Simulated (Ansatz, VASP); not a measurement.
Two plane-wave programs on KCl

```
CELL_PARAMETERS angstrom
3.65377 0.00000 0.00000
0.00000 3.65377 0.00000
0.00000 0.00000 3.65377
ATOMIC_POSITIONS crystal
K 0.00000 0.00000 0.00000
Cl 0.50000 0.50000 0.50000
```

Alike in both runs: task single point; functional r2SCAN; k mesh 6 × 6 × 6; occupations gaussian, width 0.02 eV; no spin polarisation.

```csv
,VASP,Ansatz
version,VASP 6.6.1,Ansatz 0.2.0
potentials or method,"VASP PAW PBE potentials, release 64 (K_sv, Cl), cutoff 520 eV","scalar-relativistic, plane waves, PAW"
valence electrons in the cell,16,16
```

```csv
,VASP,Ansatz,Ansatz less VASP
gap on the k mesh at the Fermi level (eV),6.31,6.30,-0.006
least direct gap on the mesh (eV),6.54,6.53,-0.008
pressure (GPa),2.7,2.7,+0.01
```

VASP's potentials were made for PBE, not for r2SCAN.
